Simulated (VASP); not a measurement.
Wanted: the native input for a VASP 6.6.1 run.

* Task: relaxation of cell and atoms
* Functional: PBE
* Potentials or basis: VASP PAW PBE potentials, release 64 (B, P)
* Cutoff: 500 eV
* k mesh: 12 × 12 × 12
* Occupations: gaussian, width 0.01 eV
* Spin: no spin polarisation
* Target pressure: 40 GPa
* Dipole correction: no
* Further INCAR settings: ALGO = Normal; EDIFF = 1e-07; IBRION = 2; EDIFFG = -0.001; NSW = 80; ISIF = 3

The structure of BP lies in POSCAR:

```
BP
1.0
    0.0000000000      2.1437829041      2.1437829041
    2.1437829041      0.0000000000      2.1437829041
    2.1437829041      2.1437829041      0.0000000000
B P
1 1
Direct
    0.0000000000      0.0000000000      0.0000000000
    0.7500000000      0.7500000000      0.7500000000
```

The input as run:

INCAR

```
SYSTEM = BP
ALGO     = Normal         ! electronic algorithm
EDIFF    = 1E-7           ! SCF threshold, eV
EDIFFG   = -0.001         ! ionic threshold
ENCUT    = 500            ! plane-wave cutoff, eV
GGA      = PE             ! functional
GGA_COMPAT= .FALSE.      
IBRION   = 2              ! ionic algorithm
ISIF     = 3              ! what is computed and relaxed
ISMEAR   = 0              ! smearing method
LASPH    = .TRUE.         ! aspherical terms in the spheres
LCHARG   = .FALSE.        ! write CHGCAR
LREAL    = .FALSE.        ! projectors in reciprocal space
LWAVE    = .FALSE.        ! write WAVECAR
NELM     = 120            ! most SCF steps
NELMIN   = 4            
NSW      = 80             ! ionic steps
PREC     = Accurate       ! precision mode
PSTRESS  = 400.0        
SIGMA    = 0.01           ! smearing width, eV
```

KPOINTS

```
k-points
0
G
  12 12 12
  0 0 0
```

Potentials or basis: VASP PAW PBE potentials, release 64 (B, P).

Command:

```sh
$ cat potpaw_PBE.64/B/POTCAR potpaw_PBE.64/P/POTCAR > POTCAR
$ mpirun -np 1 vasp_std > vasp.out
```

Results of the run:

| Quantity | Value |
| --- | --- |
| Relaxed volume | 9.84 Å³/atom |
| Relaxed cell | a = 3.030 Å, b = 3.030 Å, c = 3.030 Å, α = 60.00°, β = 60.00°, γ = 60.00° |
| Space group after relaxing (to 0.05 Å) | F-43m (No. 216) |
| Energy change on relaxing (the enthalpy is what falls) | +3.8 meV/atom |
| Ionic steps | 3 |
| Pressure after relaxing | 40.0 GPa |
| Band gap on the k mesh | 0.96 eV, indirect (least direct gap 3.73 eV) |

Caveat: the cell is relaxed towards a set pressure, so the enthalpy falls and the energy may rise.

Run time: 14 s on 1 thread of Intel(R) Xeon(R) Platinum 8488C (Sapphire Rapids), on a shared host, peak memory 0.13 GiB.
